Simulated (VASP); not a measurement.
# KCl (Pm-3m) in VASP: notebook, part 2 of 3

VASP 6.6.1.

### 3 Single point, PBE0

This run uses another cell than the first one, of 26.60 Å³/atom.

File POSCAR:

```
KCl
1.0
    3.7608230702      0.0000000000      0.0000000000
    0.0000000000      3.7608230702      0.0000000000
    0.0000000000      0.0000000000      3.7608230702
K Cl
1 1
Direct
    0.0000000000      0.0000000000      0.0000000000
    0.5000000000      0.5000000000      0.5000000000
```

File INCAR.step1:

```
SYSTEM = KCl
PREC = Accurate ; ENCUT = 520
EDIFF = 1E-5 ; ISMEAR = -1
SIGMA = 0.05 ; LREAL = .False.
LASPH = .True. ; NELM = 100
ALGO = Normal ; ISIF = 2
LWAVE = .True. ; NBANDS = 15
GGA = PE
```

File INCAR.step2:

```
SYSTEM = KCl
PREC = Accurate ; ENCUT = 520
EDIFF = 1E-6 ; ISMEAR = -1
SIGMA = 0.05 ; LREAL = .False.
LASPH = .True. ; NELM = 100
ALGO = Normal ; ISIF = 2
LWAVE = .False. ; LCHARG = .True.
GGA = PE ; LHFCALC = .True.
AEXX = 0.25 ; PRECFOCK = Normal
LELF = .True. ; LVHAR = .True.
NBANDS = 15 ; ISTART = 1
```

File KPOINTS:

```
Automatic mesh
0
Gamma
  4 4 4
  0 0 0
```

Potentials or basis: VASP PAW PBE potentials, release 64 (K_sv, Cl).

Command:

```
$ cat potpaw_PBE.64/K_sv/POTCAR potpaw_PBE.64/Cl/POTCAR > POTCAR
$ cp INCAR.step1 INCAR
$ mpirun -np 1 vasp_std > vasp.out
$ cp INCAR.step2 INCAR
$ mpirun -np 1 vasp_std > vasp.out
```

OUTCAR:

```text
SYSTEM = KCl
   PREC = Accurate
   ENCUT = 520
   EDIFF = 1E-6
   ISMEAR = -1
   LREAL = .False.
   LASPH = .True.
   NELM = 100
   ISIF = 2
   GGA = PE
   LHFCALC = .True.
   AEXX = 0.25
   PRECFOCK = Normal
   ISTART = 1

 ion  position               nearest neighbor table
   1  0.000  0.000  0.000-
   2  0.500  0.500  0.500-

  LATTYP: Found a simple cubic cell.
 ALAT       =     3.7608230702

  Lattice vectors:

 A1 = (   3.7608230702,   0.0000000000,   0.0000000000)
 A2 = (   0.0000000000,   3.7608230702,   0.0000000000)
 A3 = (   0.0000000000,   0.0000000000,   3.7608230702)

Analysis of symmetry for initial positions (statically):
=====================================================================
 Subroutine PRICEL returns:
 Original cell was already a primitive cell.

 Routine SETGRP: Setting up the symmetry group for a
 simple cubic supercell.

 Subroutine GETGRP returns: Found 48 space group operations
 (whereof 48 operations were pure point group operations)
 out of a pool of 48 trial point group operations.

The static configuration has the point symmetry O_h .

Analysis of symmetry for dynamics (positions and initial velocities):
=====================================================================
 Subroutine PRICEL returns:
 Original cell was already a primitive cell.

 Routine SETGRP: Setting up the symmetry group for a
 simple cubic supercell.

 Subroutine GETGRP returns: Found 48 space group operations
 (whereof 48 operations were pure point group operations)
 out of a pool of 48 trial point group operations.

The dynamic configuration has the point symmetry O_h .

 Subroutine INISYM returns: Found 48 space group operations
[... 112 lines left out ...]
   NKREDY  =     1    reduce k-point grid by
   NKREDZ  =     1    reduce k-point grid by
   AEXX    =    0.2500 exact exchange contribution
   HFSCREEN=    0.0000 screening length (either q_TF or 0.3 A-1)
   HFSCREENC=   0.0000 screening length for correlation (either q_TF or 0.3 A-1)
   ENCUTFOCK=  -1.0 apply spherical cutoff to Coloumb kernel
   IVDW    =     0    specifies the selected vdW correction
   LEPSILON=     F    determine dielectric tensor
   LRPA    =     F    only Hartree local field effects (RPA)
 non-spin polarized calculation
  energy-cutoff  :      520.00
  volume of cell :       53.19
 maximum number of plane-waves:      1472
 NGX is ok and might be reduce to    28
  NGX = 24; NGY = 24; NGZ = 24

 number of electron      16.0000002 magnetization

 Free energy of the ion-electron system (eV)
  ---------------------------------------------------
  ext. energy  EPLUGINS =         0.00000000
  ---------------------------------------------------
  free energy    TOTEN  =        -8.24446259 eV

  energy without entropy =       -8.24446259  energy(sigma->0) =       -8.24446259

 E-fermi :  -0.6650     XC(G=0):  -6.5711

 val. band max:       -1.8799055956   @ k =   0.5000   0.5000   0.0000
 cond. band min:       5.2703050682   @ k =   0.0000   0.0000   0.0000
 fundamental gap:      7.1502106638
 Fermi energy:        -0.6649930341

 k-point     1 :       0.0000    0.0000    0.0000
  band No.  band energies     occupation
      1     -31.9766      2.00000
      2     -15.7901      2.00000
      3     -13.9837      2.00000
      4     -13.9837      2.00000
      5     -13.9837      2.00000
      6      -2.1145      2.00000
      7      -2.1145      2.00000
      8      -2.1145      2.00000
      9       5.2703      0.00000
     10       6.8305      0.00000
     11       6.8305      0.00000
     12      11.5889      0.00000
     13      11.5889      0.00000
     14      11.5889      0.00000
[... 149 lines left out ...]
      2     -15.2748      2.00000
      3     -14.1879      2.00000
      4     -14.1879      2.00000
      5     -14.1879      2.00000
      6      -3.4513      2.00000
      7      -3.4513      2.00000
      8      -3.4513      2.00000
      9       9.2796      0.00000
     10       9.2796      0.00000
     11       9.2796      0.00000
     12      10.8694      0.00000
     13      10.8694      0.00000
     14      10.8694      0.00000
     15      13.5553      0.00000

------------------------ aborting loop because EDIFF is reached ----------------------------------------

  FORCE on cell =-STRESS in cart. coord.  units (eV):
  Direction    XX          YY          ZZ          XY          YZ          ZX
  --------------------------------------------------------------------------------------
  -------------------------------------------------------------------------------------
  Total        0.2471162      0.2471162      0.2471162      0.0000000      0.0000000      0.0000000
  in kB        7.4432594      7.4432594      7.4432594      0.0000000      0.0000000      0.0000000
  external PRESSURE =       7.4432594 kB  Pullay stress =       0.0000000 kB

 VOLUME and BASIS-vectors are now :
 -----------------------------------------------------------------------------
  energy-cutoff  :      520.00
  volume of cell :       53.19
      direct lattice vectors                 reciprocal lattice vectors
     3.760823070  0.000000000  0.000000000     0.265899241  0.000000000  0.000000000
     0.000000000  3.760823070  0.000000000     0.000000000  0.265899241  0.000000000
     0.000000000  0.000000000  3.760823070     0.000000000  0.000000000  0.265899241

 POSITION                                       TOTAL-FORCE (eV/Angst)
 -----------------------------------------------------------------------------------
      0.00000      0.00000      0.00000         0.000000      0.000000      0.000000
      1.88041      1.88041      1.88041         0.000000      0.000000      0.000000
 -----------------------------------------------------------------------------------
    total drift:                               -0.000000     -0.000000     -0.000000

  FREE ENERGIE OF THE ION-ELECTRON SYSTEM (eV)
  ---------------------------------------------------
  free  energy   TOTEN  =        -8.2444625897 eV

  energy  without entropy=       -8.2444625897  energy(sigma->0) =       -8.24446259
```

OUTCAR.step1:

```text
SYSTEM = KCl
   PREC = Accurate
   ENCUT = 520
   EDIFF = 1E-5
   ISMEAR = -1
   LREAL = .False.
[... 385 lines left out ...]
      0.00000      0.00000      0.00000         0.000000      0.000000      0.000000
      1.88041      1.88041      1.88041         0.000000      0.000000      0.000000
 -----------------------------------------------------------------------------------
    total drift:                               -0.000000      0.000000      0.000000

  FREE ENERGIE OF THE ION-ELECTRON SYSTEM (eV)
  ---------------------------------------------------
  free  energy   TOTEN  =        -6.6393480960 eV

  energy  without entropy=       -6.6393480959  energy(sigma->0) =       -6.63934810
```

OSZICAR.step1:

```text
N       E                     dE             d eps       ncg     rms          rms(c)
DAV:   1     0.105882302256E+03    0.10588E+03   -0.72934E+03   300   0.975E+02
DAV:   2    -0.128430223092E+01   -0.10717E+03   -0.97971E+02   406   0.249E+02
DAV:   3    -0.679158413917E+01   -0.55073E+01   -0.54831E+01   405   0.504E+01
DAV:   4    -0.693920545130E+01   -0.14762E+00   -0.14761E+00   452   0.804E+00
DAV:   5    -0.694033234214E+01   -0.11269E-02   -0.11269E-02   426   0.742E-01    0.313E+00
DAV:   6    -0.666987219096E+01    0.27046E+00   -0.28788E-01   363   0.322E+00    0.262E+00
DAV:   7    -0.663699446333E+01    0.32878E-01   -0.88340E-02   377   0.198E+00    0.155E+00
DAV:   8    -0.663905687196E+01   -0.20624E-02   -0.16919E-02   389   0.993E-01    0.189E-01
DAV:   9    -0.663911189510E+01   -0.55023E-04   -0.70329E-04   405   0.185E-01    0.102E-01
DAV:  10    -0.663934928148E+01   -0.23739E-03   -0.31143E-04   349   0.143E-01    0.227E-02
DAV:  11    -0.663934809596E+01    0.11855E-05   -0.65858E-06   333   0.207E-02
   1 F= -.66393481E+01 E0= -.66393481E+01  d E =-.778094E-10
```

Wall time 3.6 min (1 thread of Intel Xeon 6975P-C (Granite Rapids), shared host); peak memory 0.16 GiB.

What came out:

```yaml
Free_energy: -8.2445 eV
Pressure: 0.7 GPa
Band_gap_on_the_k_mesh: 7.15 eV (least direct gap 7.38 eV)
```

Levels at points of the mesh, in eV from the valence-band top:
| k point | band 6 | band 7 | band 8 | band 9 | band 10 | band 11 |
| --- | --- | --- | --- | --- | --- | --- |
| (0.00, 0.00, 0.00) | -0.23 | -0.23 | -0.23 | 7.15 | 8.71 | 8.71 |
| (0.50, 0.00, 0.00) | -2.07 | -0.25 | -0.25 | 10.16 | 10.33 | 10.92 |
| (0.50, 0.50, 0.00) | -1.41 | -1.41 | 0.00 | 8.37 | 9.64 | 11.43 |
| (0.50, 0.50, 0.50) | -1.57 | -1.57 | -1.57 | 11.16 | 11.16 | 11.16 |

Caveat: the PAW data sets were made with another functional, which shifts forces and pressure a little.

### 4 Single point, PBE0

This run uses another cell than the first one, of 27.16 Å³/atom.

File POSCAR:

```
KCl
1.0
    3.7873086124      0.0000000000      0.0000000000
    0.0000000000      3.7873086124      0.0000000000
    0.0000000000      0.0000000000      3.7873086124
K Cl
1 1
Direct
    0.0000000000      0.0000000000      0.0000000000
    0.5000000000      0.5000000000      0.5000000000
```

File INCAR.step1:

```
SYSTEM = KCl
PREC = Accurate ; ENCUT = 520
EDIFF = 1E-5 ; ISMEAR = -1
SIGMA = 0.05 ; LREAL = .False.
LASPH = .True. ; NELM = 80
ALGO = Normal ; ISIF = 2
LWAVE = .True. ; GGA = PE
NBANDS = 15
```

Edit INCAR.step2 of step 3 so:

```diff
@@ -4,3 +4,3 @@
 SIGMA = 0.05 ; LREAL = .False.
-LASPH = .True. ; NELM = 100
+LASPH = .True. ; NELM = 80
 ALGO = Normal ; ISIF = 2
@@ -10,2 +10,2 @@
 LELF = .True. ; LVHAR = .True.
-NBANDS = 15 ; ISTART = 1
+ISTART = 1 ; NBANDS = 15
```

File KPOINTS:

```
regular mesh
0
Gamma
  4 4 4
  0 0 0
```

Command:

```
$ cat potpaw_PBE.64/K_sv/POTCAR potpaw_PBE.64/Cl/POTCAR > POTCAR
$ cp INCAR.step1 INCAR
$ mpirun -np 1 vasp_std > vasp.out
$ cp INCAR.step2 INCAR
$ mpirun -np 1 vasp_std > vasp.out
```

It took 2.9 min on 1 thread of Intel Xeon 6975P-C (Granite Rapids), shared host; peak memory 0.16 GiB.

It converged, with:

| Item | Value |
| --- | --- |
| Free energy | -8.2482 eV |
| Pressure | 0.3 GPa |
| Band gap on the k mesh | 7.05 eV (least direct gap 7.28 eV) |

Levels at points of the mesh, in eV from the valence-band top:
```tsv
k point	band 4	band 5	band 6	band 7	band 8	band 9	band 10	band 11	band 12	band 13
(0.00, 0.00, 0.00)	-12.14	-12.14	-0.23	-0.23	-0.23	7.05	8.73	8.73	13.41	13.41
(0.50, 0.00, 0.00)	-12.10	-12.02	-2.00	-0.24	-0.24	10.05	10.31	10.79	12.32	13.29
(0.50, 0.50, 0.00)	-12.40	-12.08	-1.37	-1.37	0.00	8.36	9.61	11.41	11.41	13.99
(0.50, 0.50, 0.50)	-12.33	-12.33	-1.51	-1.51	-1.51	11.08	11.08	11.08	12.64	12.64
```

Caveat: the PAW data sets were made with another functional, which shifts forces and pressure a little. A k mesh can miss the band edges.

[end of part 2 of 3]
